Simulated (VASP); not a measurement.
Write the native input for VASP 6.6.1 that does the following.

```
Task                   : single point
Functional             : PBEsol
Potentials or basis    : VASP PAW PBE potentials, release 64 (Ir)
Cutoff                 : 520 eV
k mesh                 : 4 × 18 × 6
Occupations            : gaussian, width 0.1 eV
Spin                   : no spin polarisation
Dipole correction      : no
Further INCAR settings : ALGO = Fast; EDIFF = 1e-06; NBANDS = 16
```

The structure of Ir lies in POSCAR:

```
Ir
1.0
   12.2384552500      0.0000000000      0.0000000000
    0.0000000000      2.2334312600      0.0000000000
    0.0000000000      0.0000000000      7.1930008000
Ir
2
Direct
    0.2500000000      0.0000000000      0.1639884000
    0.7500000000      0.0000000000      0.8360116000
```

One way to write it, as run:

INCAR

```
PREC = Accurate
ENCUT = 520
EDIFF = 1E-6
ISMEAR = 0
SIGMA = 0.1
LREAL = F
LASPH = T
NELM = 60
ALGO = Fast
ISIF = 2
LWAVE = F
LCHARG = T
GGA = PS
LELF = T
LVHAR = T
NBANDS = 16
```

KPOINTS

```
Automatic mesh
0
Gamma
  4 18 6
```

Potentials or basis: VASP PAW PBE potentials, release 64 (Ir).

The run is started by

```bash
$ cat potpaw_PBE.64/Ir/POTCAR > POTCAR
$ mpirun -np 1 vasp_std > vasp.out
```

It gave:

```yaml
Pressure: 0.6 GPa
Band_gap_on_the_k_mesh: zero (bands 9 and 10 overlap by 3.38 eV)
```

Caveat: the PAW data sets were made with another functional, which shifts forces and pressure a little; spin-orbit coupling is left out, which moves the levels of the heavy elements.

It took 5.2 min on 1 thread of AMD EPYC 7R43 64-Core Processor (Zen 3), with other jobs on the host, peak memory 0.48 GiB.
